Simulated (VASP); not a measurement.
# WAu (F-43m) in VASP: a series of runs, part 2 of 2

VASP 6.6.1.

**4. Relaxation of cell and atoms, r2SCAN, target pressure 2 GPa, at which the enthalpy is minimised**

This run uses another cell than the first one, of 24.62 Å³/atom.

File POSCAR:

```
WAu
1.0
    0.0000000000      2.9092100000      2.9092100000
    2.9092100000      0.0000000000      2.9092100000
    2.9092100000      2.9092100000      0.0000000000
W Au
1 1
Direct
    0.0000000000      0.0000000000      0.0000000000
    0.7500000000      0.7500000000      0.7500000000
```

File INCAR.step1:

```
SYSTEM = WAu
  PREC = Accurate
  ENCUT = 600
  ISMEAR = -1
  SIGMA = 0.05
  LREAL = .False.
  LASPH = .True.
  NELM = 100
  GGA = PE
  ALGO = Normal
  EDIFF = 1E-4
  LWAVE = .True.
  LCHARG = .False.
```

File INCAR.step2:

```
SYSTEM = WAu
  PREC = Accurate
  ENCUT = 600
  EDIFF = 1E-6
  ISMEAR = -1
  SIGMA = 0.05
  LREAL = .False.
  LASPH = .True.
  NELM = 100
  ALGO = Normal
  ISIF = 3
  LWAVE = .False.
  LCHARG = .False.
  METAGGA = R2SCAN
  LMIXTAU = .True.
  IBRION = 2
  NSW = 60
  EDIFFG = -0.01
  PSTRESS = 20.0
  ISTART = 1
```

File KPOINTS:

```
Automatic mesh
0
Gamma
  8 8 8
  0 0 0
```

Potentials or basis: VASP PAW PBE potentials, release 64 (W_sv, Au).

Started as:

```
$ cat potpaw_PBE.64/W_sv/POTCAR potpaw_PBE.64/Au/POTCAR > POTCAR
$ cp INCAR.step1 INCAR
$ mpirun -np 1 vasp_std > vasp.out
$ cp INCAR.step2 INCAR
$ mpirun -np 1 vasp_std > vasp.out
```

OUTCAR:

```text
SYSTEM = WAu
   PREC = Accurate
   ENCUT = 600
   EDIFF = 1E-6
   ISMEAR = -1
   LREAL = .False.
   LASPH = .True.
   NELM = 100
   ISIF = 3
   METAGGA = R2SCAN
   IBRION = 2
   NSW = 60
   EDIFFG = -0.01
   PSTRESS = 20.0
   ISTART = 1

 ion  position               nearest neighbor table
   1  0.000  0.000  0.000-   2 2.52   2 2.52   2 2.52   2 2.52
   2  0.750  0.750  0.750-   1 2.52   1 2.52   1 2.52   1 2.52

  LATTYP: Found a face centered cubic cell.
 ALAT       =     5.8184200000

  Lattice vectors:

 A1 = (   0.0000000000,   2.9092100000,   2.9092100000)
 A2 = (   2.9092100000,   0.0000000000,   2.9092100000)
 A3 = (   2.9092100000,   2.9092100000,   0.0000000000)

Analysis of symmetry for initial positions (statically):
=====================================================================
 Subroutine PRICEL returns:
 Original cell was already a primitive cell.

 Routine SETGRP: Setting up the symmetry group for a
 face centered cubic supercell.

 Subroutine GETGRP returns: Found 24 space group operations
 (whereof 24 operations were pure point group operations)
 out of a pool of 48 trial point group operations.

The static configuration has the point symmetry T_d .

Analysis of symmetry for dynamics (positions and initial velocities):
=====================================================================
 Subroutine PRICEL returns:
 Original cell was already a primitive cell.

 Routine SETGRP: Setting up the symmetry group for a
 face centered cubic supercell.

 Subroutine GETGRP returns: Found 24 space group operations
 (whereof 24 operations were pure point group operations)
 out of a pool of 48 trial point group operations.

The dynamic configuration has the point symmetry T_d .

 Subroutine INISYM returns: Found 24 space group operations
 (whereof 24 operations are pure point group operations),
 and found     1 'primitive' translations

----------------------------------------------------------------------------------------

                                     Primitive cell

  volume of cell :      49.2442

  direct lattice vectors                    reciprocal lattice vectors
     0.000000000  2.909210000  2.909210000    -0.171867964  0.171867964  0.171867964
     2.909210000  0.000000000  2.909210000     0.171867964 -0.171867964  0.171867964
     2.909210000  2.909210000  0.000000000     0.171867964  0.171867964 -0.171867964

  length of vectors
     4.114244238  4.114244238  4.114244238     0.297684046  0.297684046  0.297684046

  position of ions in fractional coordinates (direct lattice)
     0.000000000  0.000000000  0.000000000
     0.750000000  0.750000000  0.750000000

  ion indices of the primitive-cell ions
   primitive index   ion index
                 1           1
                 2           2

----------------------------------------------------------------------------------------

 KPOINTS: Automatic mesh

Automatic generation of k-mesh.
[... 24 lines left out ...]
  0.125000  0.000000  0.000000      8.000000
  0.250000  0.000000  0.000000      8.000000
  0.375000  0.000000  0.000000      8.000000
  0.500000  0.000000  0.000000      4.000000
  0.125000  0.125000  0.000000      6.000000
[... 16 lines left out ...]
  0.500000  0.250000  0.125000     48.000000
 -0.375000  0.250000  0.125000     24.000000
 [... further k-points ...]
   k-points           NKPTS =     29   k-points in BZ     NKDIM =     29   number of bands    NBANDS=     16
   number of dos      NEDOS =    301   number of ions     NIONS =      2
   total plane-waves  NPLWV =  46656
   dimension x,y,z NGX =    36 NGY =   36 NGZ =   36
   dimension x,y,z NGXF=    72 NGYF=   72 NGZF=   72
   ions per type =               1   1
   NGX,Y,Z   is equivalent  to a cutoff of  14.55, 14.55, 14.55 a.u.
   NGXF,Y,Z  is equivalent  to a cutoff of  29.09, 29.09, 29.09 a.u.
 SYSTEM =  WAu
   PREC   = accura    normal or accurate (medium, high low for compatibility)
   ISTART =      1    job   : 0-new  1-cont  2-samecut
   ICHARG =      0    charge: 1-file 2-atom 10-const
   ISPIN  =      1    spin polarized calculation?
   LNONCOLLINEAR =      F non collinear calculations
   LSORBIT =      F    spin-orbit coupling
   LASPH  =      T    aspherical Exc in radial PAW
   ENCUT  =  600.0 eV  44.10 Ry    6.64 a.u.   8.22  8.22  8.22*2*pi/ulx,y,z
   NELM   =    100;   NELMIN=  2; NELMDL=  0     # of ELM steps
   EDIFF  = 0.1E-05   stopping-criterion for ELM
   LREAL  =      F    real-space projection
   EDIFFG = -.1E-01   stopping-criterion for IOM
   NSW    =     60    number of steps for IOM
   IBRION =      2    ionic relax: 0-MD 1-quasi-New 2-CG
   NFREE  =      1    steps in history (QN), initial steepest desc. (CG)
   ISIF   =      3    stress and relaxation
   ISYM   =      2    0-nonsym 1-usesym 2-fastsym
   POTIM  = 0.5000    time-step for ionic-motion
   TEBEG  =    0.0;   TEEND  =   0.0 temperature during run
   PSTRESS=   20.0 pullay stress
   NELECT =      25.0000    total number of electrons
   NUPDOWN=      -1.0000    fix difference up-down
   EMIN   =  10.00;   EMAX   =-10.00  energy-range for DOS
   EFERMI =   0.00;   METHOD = LEGACY
   ISMEAR =    -1;   SIGMA  =   0.05  broadening in eV -4-tet -1-fermi 0-gaus
   EFERMI_NEDOS =   21; number of points for ismear=-14 and -15
   IALGO  =     38    algorithm
   IMIX   =      4    mixing-type and parameters
     AMIX     =   0.40;   BMIX     =  1.00
     AMIX_MAG =   1.60;   BMIX_MAG =  1.00
  volume/ion in A,a.u.               =      24.62       166.16
  Fermi-wavevector in a.u.,A,eV,Ry     =   1.305980  2.467944 23.205866  1.705583
  Thomas-Fermi vector in A             =   2.436812
   LORBIT       =      0    0 simple, 1 ext, 2 COOP (PROOUT), +10 PAW based schemes
   METAGGA = R2SCAN    functional components
   LHFCALC =     F    Hartree Fock is set to
   AEXX    =    0.0000 exact exchange contribution
   IVDW    =     0    specifies the selected vdW correction
   LEPSILON=     F    determine dielectric tensor
   LRPA    =     F    only Hartree local field effects (RPA)
 conjugate gradient relaxation of ions
 non-spin polarized calculation
  energy-cutoff  :      600.00
  volume of cell :       49.24
 maximum number of plane-waves:      1676
 NGX is ok and might be reduce to    36
   NGX = 17   NGY = 17   NGZ = 17

--------------------------------------- Ionic step        1  -------------------------------------------

 number of electron      25.0000001 magnetization

 Free energy of the ion-electron system (eV)
  ---------------------------------------------------
  ext. energy  EPLUGINS =         0.00000000
  ---------------------------------------------------
  free energy    TOTEN  =       -97.90151869 eV

  energy without entropy =      -97.88223317  energy(sigma->0) =      -97.89187593

------------------------ aborting loop because EDIFF is reached ----------------------------------------

  FORCE on cell =-STRESS in cart. coord.  units (eV):
  Direction    XX          YY          ZZ          XY          YZ          ZX
  --------------------------------------------------------------------------------------
  -------------------------------------------------------------------------------------
  Total       -0.8830791     -0.8830791     -0.8830791      0.0000000      0.0000000      0.0000000
  in kB      -28.7312795    -28.7312795    -28.7312795      0.0000000      0.0000000      0.0000000
  external PRESSURE =     -48.7312795 kB  Pullay stress =      20.0000000 kB
[... 101 lines left out ...]
--------------------------------------- Ionic step        4  -------------------------------------------

 number of electron      25.0000000 magnetization

 Free energy of the ion-electron system (eV)
  ---------------------------------------------------
  ext. energy  EPLUGINS =         0.00000000
  ---------------------------------------------------
  free energy    TOTEN  =       -97.90725741 eV

  energy without entropy =      -97.88878028  energy(sigma->0) =      -97.89801884

 E-fermi :   5.8829     XC(G=0): -11.6235

 val. band max:        5.8542780109   @ k =  -0.3750   0.2500   0.1250
 cond. band min:       5.9114212067   @ k =   0.3750   0.2500   0.0000
 fundamental gap:      0.0571431958
 Fermi energy:         5.8829251471

 k-point     1 :       0.0000    0.0000    0.0000
  band No.  band energies     occupation
      1     -70.3641      2.00000
      2     -33.9264      2.00000
      3     -33.9264      2.00000
      4     -33.9264      2.00000
      5      -2.1673      2.00000
      6      -0.3342      2.00000
[... 433 lines left out ...]
      3     -33.9293      2.00000
      4     -33.9251      2.00000
      5      -0.7413      2.00000
      6      -0.5649      2.00000
[... 8 lines left out ...]
     15       7.8109      0.00000
     16       7.9684      0.00000

 [... further k-points ...]

------------------------ aborting loop because EDIFF is reached ----------------------------------------

  FORCE on cell =-STRESS in cart. coord.  units (eV):
  Direction    XX          YY          ZZ          XY          YZ          ZX
  --------------------------------------------------------------------------------------
  -------------------------------------------------------------------------------------
  Total        0.5824071      0.5824071      0.5824071      0.0000000      0.0000000     -0.0000000
  in kB       19.6278317     19.6278317     19.6278317      0.0000000      0.0000000     -0.0000000
  external PRESSURE =      -0.3721683 kB  Pullay stress =      20.0000000 kB
[... 21 lines left out ...]
  energy  without entropy=      -97.8887802787  energy(sigma->0) =      -97.89801884

  enthalpy is  TOTEN    =       -97.3138071639 eV   P V=        0.5934502436

 reached required accuracy - stopping structural energy minimisation
```

Run time: 5.9 min. Hardware: 1 thread of Intel Xeon Platinum 8488C (Sapphire Rapids), shared host; peak memory 0.25 GiB.

Results:

```
Free energy                                                : -97.9073 eV
Relaxed volume                                             : 23.77 Å³/atom
Relaxed cell                                               : a = 4.066 Å, b = 4.066 Å, c = 4.066 Å, α = 60.00°, β = 60.00°, γ = 60.00°
Space group after relaxing (to 0.1 Å)                      : F-43m (No. 216)
Energy change on relaxing (the run minimises the enthalpy) : -2.9 meV/atom
Ionic steps                                                : 4
Pressure after relaxing                                    : 2.0 GPa
Band gap on the k mesh                                     : zero (an odd number of electrons rules out a gap without spin polarisation)
```

The path:
| step | energy change (eV) | largest force (eV/Å) | pressure (GPa) | volume (Å³) |
| --- | --- | --- | --- | --- |
| 1 | 0.0000 | 0.0000 | -2.87 | 49.24 |
| 2 | 0.1722 | 0.0000 | 15.53 | 44.10 |
| 3 | -0.0062 | 0.0000 | 1.87 | 47.58 |
| 4 | -0.0057 | 0.0000 | 1.96 | 47.54 |

Final structure:
```
CELL_PARAMETERS angstrom
0.00000 2.87527 2.87527
2.87527 0.00000 2.87527
2.87527 2.87527 0.00000
ATOMIC_POSITIONS crystal
W 0.00000 0.00000 0.00000
Au 0.75000 0.75000 0.75000
```

Caveat: the cell is relaxed towards a set pressure, so the run minimises the enthalpy, not the energy; the PAW data sets were made with another functional, which shifts forces and pressure a little; spin-orbit coupling is left out, which moves the levels of the heavy elements.

**5. Overview**

```tsv
task	cell	cutoff (eV)	gap on the mesh (eV)	pressure (GPa)
single point	a = 4.080 Å, angles 60.0°, 2 atoms	520	none	0.4
relaxation of cell and atoms	relaxed from a = 4.114 Å, angles 60.0°, 2 atoms	600	none	0.0
relaxation of cell and atoms	relaxed to 2 GPa from a = 4.114 Å, angles 60.0°, 2 atoms	600	none	2.0
```

Alike in all rows: level r2SCAN; potentials or basis VASP PAW PBE potentials, release 64 (W_sv, Au); no spin polarisation; k mesh 8 × 8 × 8; smearing fermi-dirac 0.05 eV.

Caveats: the PAW data sets were made with another functional, which shifts forces and pressure a little; spin-orbit coupling is left out, which moves the levels of the heavy elements; the cell is relaxed towards a set pressure, so the run minimises the enthalpy, not the energy (at least some runs).

Total energies depend on the potentials used, so only differences within one code and one set of settings carry meaning.
